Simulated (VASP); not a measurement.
Input of a VASP 6.6.1 run:

File INCAR:

```
SYSTEM = Se
  PREC = Accurate
  ENCUT = 520
  EDIFF = 1E-7
  ISMEAR = -1
  SIGMA = 0.02
  LREAL = .False.
  LASPH = .True.
  NELM = 100
  ALGO = Normal
  ISIF = 2
  LWAVE = .False.
  LCHARG = .False.
  GGA = PS
  NBANDS = 9
```

The input KPOINTS:

```
regular mesh
0
Gamma
  13 13 13
  0 0 0
```

Contents of POSCAR:

```
Se
1.0
    1.9055542261      1.1001722472      0.8727603371
   -1.9055542261      1.1001722472      0.8727603371
    0.0000000000     -2.2003444943      0.8727603371
Se
1
Direct
    0.0000000000      0.0000000000      0.0000000000
```

Potentials or basis: VASP PAW PBE potentials, release 64 (Se).

The run is started by

```bash
$ cat potpaw_PBE.64/Se/POTCAR > POTCAR
$ mpirun -np 1 vasp_std > vasp.out
```

(1) Predict the pressure.

(2) Estimate the band gap on the k mesh.

Results:

(1) 171.6 GPa.

(2) zero (band 3 reaches 23.45 eV, above the bottom of band 4 at 7.94 eV).

Caveat: the PAW data sets were made with another functional, which shifts forces and pressure a little.
